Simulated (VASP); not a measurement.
Wanted: the native input for a VASP 6.6.1 run.

```
Task                   : single point
Functional             : PBE
Potentials or basis    : VASP PAW PBE potentials, release 64 (Mo_sv)
Cutoff                 : 520 eV
k mesh                 : 18 × 18 × 18
Occupations            : methfessel-paxton, width 0.2 eV
Spin                   : no spin polarisation
Dipole correction      : no
Further INCAR settings : ALGO = Normal; EDIFF = 1e-06; NBANDS = 13
```

The structure of Mo lies in POSCAR:

```
Mo
1.0
   -1.5127893270      1.5127893270      1.5127893270
    1.5127893270     -1.5127893270      1.5127893270
    1.5127893270      1.5127893270     -1.5127893270
Mo
1
Direct
    0.0000000000      0.0000000000      0.0000000000
```

These files were run (other wordings do the same):

INCAR

```
ALGO = Normal ; EDIFF = 1E-6
ENCUT = 520 ; GGA = PE
ISIF = 2 ; ISMEAR = 1
LASPH = True ; LCHARG = False
LREAL = False ; LWAVE = False
NBANDS = 13 ; NELM = 100
PREC = Accurate ; SIGMA = 0.2
```

KPOINTS

```
k-points
0
Gamma
  18 18 18
```

Potentials or basis: VASP PAW PBE potentials, release 64 (Mo_sv).

Command:

```bash
$ cat potpaw_PBE.64/Mo_sv/POTCAR > POTCAR
$ mpirun -np 1 vasp_std > vasp.out
```

Results of the run:

| Item | Value |
| --- | --- |
| Pressure | 45.9 GPa |
| Band gap on the k mesh | zero (bands 7 and 8 overlap by 6.34 eV) |

Caveat: the cell stands under pressure.

It took 15 s on 1 thread of AMD EPYC 9R45 96-Core Processor (Zen 5), on a shared host, peak memory 0.12 GiB.
